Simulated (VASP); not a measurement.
A run of VASP 6.6.1 is set up as follows.

Contents of INCAR:

```
PREC = Accurate
ENCUT = 520
EDIFF = 1E-8
ISMEAR = -1
SIGMA = 0.15
LREAL = False
LASPH = True
NELM = 100
ALGO = Fast
ISIF = 2
LWAVE = False
LCHARG = False
GGA = PE
IBRION = 8
NSW = 1
```

File KPOINTS:

```
Automatic mesh
0
Gamma
  24 24 12
```

POSCAR

```
C
1.0
    2.4665073672      0.0000000000      0.0000000000
   -1.2332536836      2.1360580386      0.0000000000
    0.0000000000      0.0000000000      4.5187044161
C
2
Direct
    0.3333333333      0.6666666667      0.5000000000
    0.6666666667      0.3333333333      0.5000000000
```

Potentials or basis: VASP PAW PBE potentials, release 64 (C).

Run with:

```bash
$ cat potpaw_PBE.64/C/POTCAR > POTCAR
$ mpirun -np 1 vasp_std > vasp.out
```

Estimate the highest phonon frequency at Γ.

1556 cm⁻¹.

Phonon frequencies in cm⁻¹ (negative: imaginary):
```tsv
q point	frequencies
(0.000, 0.000, 0.000)	0 0 0 871 1556 1556
```
